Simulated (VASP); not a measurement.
# Rh (Immm) in VASP: a series of runs

The runs below take Rh through single point, with PBE.

Everything below comes from runs of VASP 6.6.1. Logs are shortened: lines on timing, memory, paths and dates and some standing lists are left out, and cuts for length are marked.

### 1 The cell of the first run

It takes space group Immm (No. 71, orthorhombic). The conventional cell has a = 2.230 Å, b = 3.042 Å, c = 3.830 Å, α = 90.00°, β = 90.00°, γ = 90.00°. Within 2.9 Å of Rh (site symmetry mmm) lie 10 Rh at 2.23 to 2.69 Å.

### 2 Single point, PBE

Input file INCAR:

```
SYSTEM = Rh
PREC     = Accurate       ! precision mode
ENCUT    = 520            ! plane-wave cutoff, eV
EDIFF    = 1E-6           ! SCF threshold, eV
ISMEAR   = 0              ! smearing method
SIGMA    = 0.15           ! smearing width, eV
LREAL    = .False.        ! projectors in reciprocal space
LASPH    = .True.         ! aspherical terms in the spheres
NELM     = 100            ! most SCF steps
ALGO     = Fast           ! electronic algorithm
ISIF     = 2              ! what is computed and relaxed
LWAVE    = .False.        ! write WAVECAR
LCHARG   = .True.         ! write CHGCAR
GGA      = PE             ! functional
LELF     = .True.         ! ELF
LVHAR    = .True.       
NBANDS   = 14             ! bands
```

Input file KPOINTS:

```
regular mesh
0
Gamma
  20 20 20
  0 0 0
```

Input file POSCAR:

```
Rh
1.0
   -0.2872578633      1.8639205224      1.9150524221
    1.8639205224     -0.2872578633      1.9150524221
    1.5766626591      1.5766626591      0.0000000000
Rh
1
Direct
    0.0000000000      0.0000000000      0.0000000000
```

Potentials or basis: VASP PAW PBE potentials, release 64 (Rh_pv).

Command:

```console
$ cat potpaw_PBE.64/Rh_pv/POTCAR > POTCAR
$ mpirun -np 1 vasp_std > vasp.out
```

OUTCAR:

```text
SYSTEM = Rh
   PREC = Accurate
   ENCUT = 520
   EDIFF = 1E-6
   ISMEAR = 0
   LREAL = .False.
   LASPH = .True.
   NELM = 100
   ISIF = 2
   GGA = PE

 ion  position               nearest neighbor table
   1  0.000  0.000  0.000-

  LATTYP: Found a body centered orthorhombic cell.
 ALAT       =     2.2297377158
 B/A-ratio  =     1.3643872221
 C/A-ratio  =     1.7177378384

  Lattice vectors:

 A1 = (   0.2872578633,  -1.8639205224,  -1.9150524221)
 A2 = (  -0.2872578633,   1.8639205224,  -1.9150524221)
 A3 = (   1.8639205224,  -0.2872578633,   1.9150524221)

Analysis of symmetry for initial positions (statically):
=====================================================================
 Subroutine PRICEL returns:
 Original cell was already a primitive cell.

 Routine SETGRP: Setting up the symmetry group for a
 body centered orthorhombic supercell.

 Subroutine GETGRP returns: Found  8 space group operations
 (whereof  8 operations were pure point group operations)
 out of a pool of  8 trial point group operations.

The static configuration has the point symmetry D_2h.

Analysis of symmetry for dynamics (positions and initial velocities):
=====================================================================
 Subroutine PRICEL returns:
 Original cell was already a primitive cell.

 Routine SETGRP: Setting up the symmetry group for a
 body centered orthorhombic supercell.

 Subroutine GETGRP returns: Found  8 space group operations
 (whereof  8 operations were pure point group operations)
 out of a pool of  8 trial point group operations.

The dynamic configuration has the point symmetry D_2h.

 Subroutine INISYM returns: Found  8 space group operations
 (whereof  8 operations are pure point group operations),
 and found     1 'primitive' translations

----------------------------------------------------------------------------------------

                                     Primitive cell

  volume of cell :      12.9905

  direct lattice vectors                    reciprocal lattice vectors
    -0.287257863  1.863920522  1.915052422    -0.232430747  0.232430747  0.261089459
     1.863920522 -0.287257863  1.915052422     0.232430747 -0.232430747  0.261089459
     1.576662659  1.576662659  0.000000000     0.317125542  0.317125542 -0.261089459

  length of vectors
     2.687776511  2.687776511  2.229737716     0.419780669  0.419780669  0.518945974

  position of ions in fractional coordinates (direct lattice)
     0.000000000  0.000000000  0.000000000

  ion indices of the primitive-cell ions
   primitive index   ion index
                 1           1

[... 77 lines left out ...]
   ISIF   =      2    stress and relaxation
   ISYM   =      2    0-nonsym 1-usesym 2-fastsym
   POTIM  = 0.5000    time-step for ionic-motion
   TEBEG  =    0.0;   TEEND  =   0.0 temperature during run
   PSTRESS=    0.0 pullay stress
   NELECT =      15.0000    total number of electrons
   NUPDOWN=      -1.0000    fix difference up-down
   EMIN   =  10.00;   EMAX   =-10.00  energy-range for DOS
   EFERMI =   0.00;   METHOD = LEGACY
   ISMEAR =     0;   SIGMA  =   0.15  broadening in eV -4-tet -1-fermi 0-gaus
   EFERMI_NEDOS =   21; number of points for ismear=-14 and -15
   IALGO  =     68    algorithm
   IMIX   =      4    mixing-type and parameters
     AMIX     =   0.40;   BMIX     =  1.00
     AMIX_MAG =   1.60;   BMIX_MAG =  1.00
  volume/ion in A,a.u.               =      12.99        87.66
  Fermi-wavevector in a.u.,A,eV,Ry     =   1.717500  3.245603 40.134529  2.949805
  Thomas-Fermi vector in A             =   2.794488
   LORBIT       =      0    0 simple, 1 ext, 2 COOP (PROOUT), +10 PAW based schemes
   GGA     = PE    functional components
   LHFCALC =     F    Hartree Fock is set to
   AEXX    =    0.0000 exact exchange contribution
   IVDW    =     0    specifies the selected vdW correction
   LEPSILON=     F    determine dielectric tensor
   LRPA    =     F    only Hartree local field effects (RPA)
 non-spin polarized calculation
 RMM-DIIS sequential band-by-band and
 Gauss-broadening in eV      SIGMA  =   0.15
  energy-cutoff  :      520.00
  volume of cell :       12.99
 maximum number of plane-waves:       360
   NGX =  9   NGY =  9   NGZ =  9

 number of electron      14.9999998 magnetization

 Free energy of the ion-electron system (eV)
  ---------------------------------------------------
  ext. energy  EPLUGINS =         0.00000000
  ---------------------------------------------------
  free energy    TOTEN  =        -6.16243597 eV

  energy without entropy =       -6.14509120  energy(sigma->0) =       -6.15376359

 E-fermi :  12.9001     XC(G=0): -14.3102

 val. band max:       12.8997149027   @ k =  -0.4500   0.2500   0.0500
 cond. band min:      12.9004659091   @ k =  -0.2500  -0.4000   0.4000
 fundamental gap:      0.0007510064
 Fermi energy:        12.9001141218

 k-point     1 :       0.0000    0.0000    0.0000
  band No.  band energies     occupation
      1     -33.4908      2.00000
      2     -33.4297      2.00000
      3     -33.1850      2.00000
      4       4.7305      2.00000
      5       7.2398      2.00000
      6       8.0659      2.00000
      7      12.2564      2.00000
      8      12.4502      1.99998
      9      13.0184      0.26495
     10      28.0354      0.00000
     11      30.8517      0.00000
     12      33.5890      0.00000
     13      35.3930      0.00000
     14      40.0649      0.00000
[... 377 lines left out ...]
      1     -34.0121      2.00000
      2     -33.4690      2.00000
      3     -33.2404      2.00000
      4       6.0595      2.00000
      5       7.6680      2.00000
      6      10.5067      2.00000
      7      12.3125      2.00000
      8      12.3903      2.00000
      9      13.9942      0.00000
     10      22.3264      0.00000
     11      29.7165      0.00000
     12      33.5882      0.00000
     13      35.0417      0.00000
     14      39.0782      0.00000

 [... further k-points ...]
[... 5 lines left out ...]
  --------------------------------------------------------------------------------------
  -------------------------------------------------------------------------------------
  Total        6.3693163      6.3693163      1.6165217      6.0499443      0.0000000      0.0000000
  in kB      785.5566818    785.5566818    199.3729539    746.1670891      0.0000000      0.0000000
  external PRESSURE =     590.1621059 kB  Pullay stress =       0.0000000 kB

 VOLUME and BASIS-vectors are now :
 -----------------------------------------------------------------------------
  energy-cutoff  :      520.00
  volume of cell :       12.99
      direct lattice vectors                 reciprocal lattice vectors
    -0.287257863  1.863920522  1.915052422    -0.232430747  0.232430747  0.261089459
     1.863920522 -0.287257863  1.915052422     0.232430747 -0.232430747  0.261089459
     1.576662659  1.576662659  0.000000000     0.317125542  0.317125542 -0.261089459

 POSITION                                       TOTAL-FORCE (eV/Angst)
 -----------------------------------------------------------------------------------
      0.00000      0.00000      0.00000         0.000000      0.000000      0.000000
 -----------------------------------------------------------------------------------
    total drift:                                0.000000     -0.000000     -0.000000

  FREE ENERGIE OF THE ION-ELECTRON SYSTEM (eV)
  ---------------------------------------------------
  free  energy   TOTEN  =        -6.1624359747 eV

  energy  without entropy=       -6.1450911959  energy(sigma->0) =       -6.15376359
```

OSZICAR:

```text
N       E                     dE             d eps       ncg     rms          rms(c)
DAV:   1     0.121755204309E+03    0.12176E+03   -0.87742E+03 32758   0.116E+03
DAV:   2    -0.496899107634E+01   -0.12672E+03   -0.12108E+03 36098   0.344E+02
DAV:   3    -0.651527663505E+01   -0.15463E+01   -0.15436E+01 39416   0.419E+01
DAV:   4    -0.652082950806E+01   -0.55529E-02   -0.55527E-02 37088   0.257E+00
DAV:   5    -0.652087640562E+01   -0.46898E-04   -0.46898E-04 38474   0.208E-01    0.144E+01
RMM:   6    -0.618759600646E+01    0.33328E+00   -0.43917E-01 34872   0.658E+00    0.670E+00
RMM:   7    -0.616542695111E+01    0.22169E-01   -0.29833E-02 36213   0.187E+00    0.257E+00
RMM:   8    -0.616256016589E+01    0.28668E-02   -0.57453E-03 38947   0.870E-01    0.136E-01
RMM:   9    -0.616243097745E+01    0.12919E-03   -0.55224E-04 40282   0.293E-01    0.615E-02
RMM:  10    -0.616243543656E+01   -0.44591E-05   -0.95027E-05 40550   0.133E-01    0.756E-03
RMM:  11    -0.616243552025E+01   -0.83690E-07   -0.18963E-05 39613   0.577E-02    0.480E-03
RMM:  12    -0.616243597472E+01   -0.45446E-06   -0.41660E-06 32094   0.272E-02
   1 F= -.61624360E+01 E0= -.61537636E+01  d E =-.173448E-01
```

stdout:

```text
POSCAR found type information on POSCAR Rh
 POSCAR found :  1 types and       1 ions
 scaLAPACK will be used
 LDA part: xc-table for (Slater+PW92), standard interpolation
 POSCAR, INCAR and KPOINTS ok, starting setup
 FFT: planning ... GRIDC
 FFT: planning ... GRID_SOFT
 FFT: planning ... GRID
 WAVECAR not read
 entering main loop
WARNING in EDDRMM: call to ZHEGV failed, returncode =   8  4     12
WARNING in EDDRMM: call to ZHEGV failed, returncode =   6  3     12
WARNING in EDDRMM: call to ZHEGV failed, returncode =   6  3     12
WARNING in EDDRMM: call to ZHEGV failed, returncode =   8  4     13
```

Run time: 99 s. Hardware: 1 thread of AMD EPYC 9R45 (Zen 5), shared host; peak memory 0.25 GiB.

What came out:

```yaml
Free_energy: -6.1624 eV
Pressure: 59.0 GPa
```

Levels at points of the mesh, in eV from the Fermi level:
| k point | band 3 | band 4 | band 5 | band 6 | band 7 | band 8 | band 9 | band 10 | band 11 | band 12 |
| --- | --- | --- | --- | --- | --- | --- | --- | --- | --- | --- |
| (0.00, 0.00, 0.00) | -46.09 | -8.17 | -5.66 | -4.83 | -0.64 | -0.45 | 0.12 | 15.14 | 17.95 | 20.69 |
| (0.50, 0.00, 0.00) | -46.15 | -6.96 | -5.17 | -0.70 | -0.68 | -0.56 | 1.53 | 7.15 | 16.51 | 20.69 |
| (0.50, 0.50, 0.00) | -46.23 | -7.43 | -6.51 | 1.30 | 1.32 | 1.59 | 2.95 | 8.87 | 12.32 | 19.89 |
| (0.00, 0.00, 0.50) | -46.33 | -6.78 | -5.27 | -1.97 | 0.04 | 1.69 | 2.93 | 12.54 | 15.00 | 18.04 |
| (0.50, 0.00, 0.50) | -46.41 | -6.98 | -6.60 | -0.09 | 0.51 | 2.14 | 4.44 | 13.53 | 14.19 | 14.74 |

### 3 Single point, PBE

This run uses another cell than the first one, of 13.17 Å³/atom, 1.014 times its volume.

Input file INCAR:

```
SYSTEM = Rh
ALGO     = Fast           ! electronic algorithm
EDIFF    = 1E-6           ! SCF threshold, eV
ENCUT    = 520            ! plane-wave cutoff, eV
GGA      = PE             ! functional
ISIF     = 2              ! what is computed and relaxed
ISMEAR   = 0              ! smearing method
LASPH    = .True.         ! aspherical terms in the spheres
LCHARG   = .False.        ! write CHGCAR
LREAL    = .False.        ! projectors in reciprocal space
LWAVE    = .False.        ! write WAVECAR
NBANDS   = 14             ! bands
NELM     = 80             ! most SCF steps
PREC     = Accurate       ! precision mode
SIGMA    = 0.15           ! smearing width, eV
```

Input file KPOINTS:

```
k-points
0
Gamma
  20 20 20
  0 0 0
```

Input file POSCAR:

```
Rh
1.0
   -0.1915052422      1.8639205224      1.9150524221
    1.8639205224     -0.1915052422      1.9150524221
    1.6724152802      1.6724152802      0.0000000000
Rh
1
Direct
    0.0000000000      0.0000000000      0.0000000000
```

Potentials or basis: VASP PAW PBE potentials, release 64 (Rh_pv).

Command:

```console
$ cat potpaw_PBE.64/Rh_pv/POTCAR > POTCAR
$ mpirun -np 1 vasp_std > vasp.out
```

OUTCAR:

```text
SYSTEM = Rh
   EDIFF = 1E-6
   ENCUT = 520
   GGA = PE
   ISIF = 2
   ISMEAR = 0
   LASPH = .True.
   LREAL = .False.
   NELM = 80
   PREC = Accurate

 ion  position               nearest neighbor table
   1  0.000  0.000  0.000-

  LATTYP: Found a body centered orthorhombic cell.
 ALAT       =     2.3651523712
 B/A-ratio  =     1.2290163747
 C/A-ratio  =     1.6193903153

  Lattice vectors:

 A1 = (   0.1915052422,  -1.8639205224,  -1.9150524221)
[... 580 lines left out ...]
      5       8.1096      2.00000
      6      10.5219      2.00000
      7      11.2015      2.00000
      8      12.5600      1.65017
      9      13.2422      0.00000
     10      22.7956      0.00000
     11      29.4167      0.00000
     12      33.2559      0.00000
     13      34.7199      0.00000
     14      39.4959      0.00000

 [... further k-points ...]
[... 5 lines left out ...]
  --------------------------------------------------------------------------------------
  -------------------------------------------------------------------------------------
  Total        3.7271638      3.7271638      1.0707684      4.1347927      0.0000000      0.0000000
  in kB      453.5576264    453.5576264    130.3015404    503.1618840      0.0000000      0.0000000
  external PRESSURE =     345.8055977 kB  Pullay stress =       0.0000000 kB

 VOLUME and BASIS-vectors are now :
 -----------------------------------------------------------------------------
  energy-cutoff  :      520.00
  volume of cell :       13.17
      direct lattice vectors                 reciprocal lattice vectors
    -0.191505242  1.863920522  1.915052422    -0.243258603  0.243258603  0.261089459
     1.863920522 -0.191505242  1.915052422     0.243258603 -0.243258603  0.261089459
     1.672415280  1.672415280  0.000000000     0.298968806  0.298968806 -0.261089459

 POSITION                                       TOTAL-FORCE (eV/Angst)
 -----------------------------------------------------------------------------------
      0.00000      0.00000      0.00000         0.000000      0.000000      0.000000
 -----------------------------------------------------------------------------------
    total drift:                                0.000000      0.000000      0.000000

  FREE ENERGIE OF THE ION-ELECTRON SYSTEM (eV)
  ---------------------------------------------------
  free  energy   TOTEN  =        -6.7639884292 eV

  energy  without entropy=       -6.7468808000  energy(sigma->0) =       -6.75543461
```

OSZICAR:

```text
N       E                     dE             d eps       ncg     rms          rms(c)
DAV:   1     0.120548592978E+03    0.12055E+03   -0.87708E+03 32826   0.116E+03
DAV:   2    -0.561374751690E+01   -0.12616E+03   -0.12061E+03 36296   0.343E+02
DAV:   3    -0.717467492433E+01   -0.15609E+01   -0.15581E+01 39080   0.419E+01
DAV:   4    -0.718030697742E+01   -0.56321E-02   -0.56319E-02 36980   0.257E+00
DAV:   5    -0.718035497301E+01   -0.47996E-04   -0.47997E-04 38042   0.209E-01    0.124E+01
RMM:   6    -0.678689103122E+01    0.39346E+00   -0.57829E-01 34905   0.754E+00    0.516E+00
RMM:   7    -0.676723934693E+01    0.19652E-01   -0.32356E-02 35707   0.194E+00    0.214E+00
RMM:   8    -0.676414776823E+01    0.30916E-02   -0.56343E-03 39006   0.852E-01    0.197E-01
RMM:   9    -0.676397842974E+01    0.16934E-03   -0.62179E-04 40363   0.296E-01    0.502E-02
RMM:  10    -0.676398922712E+01   -0.10797E-04   -0.80885E-05 40654   0.124E-01    0.120E-02
RMM:  11    -0.676398801387E+01    0.12133E-05   -0.15638E-05 40068   0.539E-02    0.409E-03
RMM:  12    -0.676398842918E+01   -0.41531E-06   -0.35030E-06 32098   0.257E-02
   1 F= -.67639884E+01 E0= -.67554346E+01  d E =-.171076E-01
```

Wall time 2.3 min (1 thread of Intel Xeon Platinum 8488C (Sapphire Rapids), shared host); peak memory 0.29 GiB.

What came out:

| Item | Value |
| --- | --- |
| Free energy | -6.7640 eV |
| Pressure | 34.6 GPa |

Stress tensor (GPa, compression positive):
```
45.36 50.32  0.00
50.32 45.36  0.00
 0.00  0.00 13.03
```

### 4 Single point, PBE

This run uses another cell than the first one, of 13.27 Å³/atom, 1.022 times its volume.

Input file INCAR:

```
SYSTEM = Rh
ALGO = Fast
EDIFF = 1E-6
ENCUT = 520
GGA = PE
ISIF = 2
ISMEAR = 0
LASPH = .TRUE.
LCHARG = .FALSE.
LREAL = .FALSE.
LWAVE = .FALSE.
NBANDS = 14
NELM = 100
PREC = Accurate
SIGMA = 0.15
```

Input file KPOINTS:

```
k-points
0
G
  20 20 20
  0 0 0
```

Input file POSCAR:

```
Rh
1.0
   -0.0957526211      1.8639205224      1.9150524221
    1.8639205224     -0.0957526211      1.9150524221
    1.7681679013      1.7681679013      0.0000000000
Rh
1
Direct
    0.0000000000      0.0000000000      0.0000000000
```

Command:

```console
$ cat potpaw_PBE.64/Rh_pv/POTCAR > POTCAR
$ mpirun -np 1 vasp_std > vasp.out
```

Wall time 2.5 min (1 thread of Intel Xeon Platinum 8488C (Sapphire Rapids), shared host); peak memory 0.3 GiB.

The run converged. Its results:

| Quantity | Value |
| --- | --- |
| Free energy | -7.1111 eV |
| Pressure | 20.6 GPa |

Stress tensor (GPa, compression positive):
```
25.12 25.51  0.00
25.51 25.12  0.00
 0.00  0.00 11.69
```

Levels at points of the mesh, in eV from the Fermi level:
| k point | band 3 | band 4 | band 5 | band 6 | band 7 | band 8 | band 9 | band 10 | band 11 | band 12 |
| --- | --- | --- | --- | --- | --- | --- | --- | --- | --- | --- |
| (0.00, 0.00, 0.00) | -46.36 | -8.19 | -3.75 | -3.74 | -2.40 | -1.06 | -0.74 | 15.87 | 20.37 | 20.49 |
| (0.50, 0.00, 0.00) | -46.45 | -6.43 | -4.01 | -2.43 | 0.21 | 0.27 | 0.79 | 8.27 | 15.88 | 20.49 |
| (0.50, 0.50, 0.00) | -46.59 | -6.67 | -6.28 | 0.69 | 1.08 | 1.10 | 2.93 | 11.99 | 12.22 | 16.01 |
| (0.00, 0.00, 0.50) | -46.51 | -6.41 | -3.82 | -2.96 | 0.34 | 1.08 | 1.32 | 9.94 | 15.15 | 20.35 |
| (0.50, 0.00, 0.50) | -46.69 | -6.65 | -6.26 | 0.39 | 0.87 | 1.42 | 3.62 | 13.11 | 13.24 | 13.66 |

### 5 The runs side by side

```tsv
cell	gap on the mesh (eV)	pressure (GPa)
a = 2.688, b = 2.688, c = 2.230 Å, angles 65.5, 65.5, 68.9°, 1 atom	none	59.0
a = 2.679, b = 2.679, c = 2.365 Å, angles 63.8, 63.8, 65.7°, 1 atom	none	34.6
a = 2.674, b = 2.674, c = 2.501 Å, angles 62.1, 62.1, 62.4°, 1 atom	none	20.6
```

Alike in all rows: task single point; level PBE; potentials or basis VASP PAW PBE potentials, release 64 (Rh_pv); no spin polarisation; k mesh 20 × 20 × 20; cutoff (eV) 520; smearing gaussian 0.15 eV.

Absolute energies hang on the potentials; compare differences alone.
